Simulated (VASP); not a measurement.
CdCu3:

```xyz
4
Lattice="3.8257 0.0000 0.0000 0.0000 3.8257 0.0000 0.0000 0.0000 3.8257" Properties=species:S:1:pos:R:3 pbc="T T T"
Cd    0.0000    0.0000    0.0000
Cu    0.0000    1.9129    1.9129
Cu    1.9129    0.0000    1.9129
Cu    1.9129    1.9129    0.0000
```

- Program: VASP 6.6.1
- Task: relaxation of cell and atoms
- Functional: BLYP
- Dispersion: D3(BJ)
- Potentials or basis: VASP PAW PBE potentials, release 64 (Cd, Cu)
- Cutoff: 600 eV
- k mesh: 6 × 6 × 6
- Occupations: fermi-dirac, width 0.15 eV
- Spin: no spin polarisation

At the start: pressure -5.7 GPa; volume 14.00 Å³/atom.

Question: How do energy, volume and symmetry change on relaxing?

Answer: Over 3 steps the energy falls by 12.7 meV/atom and the volume is 13.32 Å³/atom (-4.9 %); space group Pm-3m (No. 221, to 0.1 Å) before and after.

The path:
```csv
step,energy change (eV),largest force (eV/Å),pressure (GPa),volume (Å³)
1,0.0000,0.0000,-5.67,55.99
2,-0.0392,0.0000,3.19,52.07
3,-0.0506,0.0000,-0.02,53.28
```

Final structure:
```yaml
crystal:
  lattice:
    - [3.76281, 0.00000, 0.00000]
    - [0.00000, 3.76281, 0.00000]
    - [0.00000, 0.00000, 3.76281]
  atoms:
    - { symbol: Cd, position: [0.00000, 0.00000, 0.00000] }
    - { symbol: Cu, position: [0.00000, 0.50000, 0.50000] }
    - { symbol: Cu, position: [0.50000, 0.00000, 0.50000] }
    - { symbol: Cu, position: [0.50000, 0.50000, 0.00000] }
```

Caveat: the PAW data sets were made with another functional, which shifts forces and pressure a little.
